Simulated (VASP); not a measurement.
Set up this calculation in VASP 6.6.1, as the native input.

| Property | Result |
| --- | --- |
| Task | single point |
| Functional | PBE |
| Potentials or basis | VASP PAW PBE potentials, release 64 (Be, Te) |
| Cutoff | 600 eV |
| k mesh | 6 × 6 × 6 |
| Occupations | methfessel-paxton, width 0.001 eV |
| Spin | no spin polarisation |
| Dipole correction | no |
| Further INCAR settings | ALGO = Normal; EDIFF = 1e-06; NBANDS = 11 |

The structure of BeTe lies in POSCAR:

```
BeTe
1.0
    0.0000000000      2.6832298771      2.6832298771
    2.6832298771      0.0000000000      2.6832298771
    2.6832298771      2.6832298771      0.0000000000
Be Te
1 1
Direct
    0.0000000000      0.0000000000      0.0000000000
    0.5000000000      0.5000000000      0.5000000000
```

One way to write it, as run:

INCAR

```
PREC = Accurate ; ENCUT = 600
EDIFF = 1E-6 ; ISMEAR = 1
SIGMA = 0.001 ; LREAL = F
LASPH = T ; NELM = 120
ALGO = Normal ; ISIF = 2
LWAVE = F ; LCHARG = F
GGA = PE ; NBANDS = 11
GGA_COMPAT = F
```

KPOINTS

```
Automatic mesh
0
Gamma
  6 6 6
```

Potentials or basis: VASP PAW PBE potentials, release 64 (Be, Te).

Command:

```console
$ cat potpaw_PBE.64/Be/POTCAR potpaw_PBE.64/Te/POTCAR > POTCAR
$ mpirun -np 1 vasp_std > vasp.out
```

Results of the run:

| Property | Result |
| --- | --- |
| Pressure | -0.2 GPa |
| Band gap on the k mesh | zero (band 4 reaches 7.49 eV, above the bottom of band 5 at 6.28 eV) |

Caveat: spin-orbit coupling is left out, which moves the levels of the heavy elements.

It took 9 s on 1 thread of Intel Xeon 6975P-C, with other jobs on the host, peak memory 0.17 GiB.
